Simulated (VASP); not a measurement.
Crystal: SnSe.

```
Sn Se
1.0
     0.00000    3.00211    3.00211
     3.00211    0.00000    3.00211
     3.00211    3.00211    0.00000
Sn Se
1 1
Cartesian
  0.0000 0.0000 0.0000
  3.0021 3.0021 3.0021
```

Base run:

* Program: VASP 6.6.1
* Functional: PBEsol
* Potentials or basis: VASP PAW PBE potentials, release 64 (Sn_d, Se)
* Cutoff: 520 eV
* k mesh: 6 × 6 × 6
* Occupations: gaussian, width 0.01 eV
* Spin: no spin polarisation

Its results: band gap on the k mesh 0.68 eV, direct; pressure -1.9 GPa.

**Question.** The run is repeated on the same cell with these changes: functional from PBEsol to PBE-based screened hybrid; k mesh from 6 × 6 × 6 to 4 × 4 × 4. What comes out?

**Answer.** Band gap on the k mesh 0.12 eV, direct; pressure -4.6 GPa.

Several settings changed at once, so the effect can't be laid on one alone.

Caveats: some runs use coarse meshes; the PAW data sets were made with another functional, which shifts forces and pressure a little; spin-orbit coupling is left out, which moves the levels of the heavy elements.

A k mesh can miss the band edges.
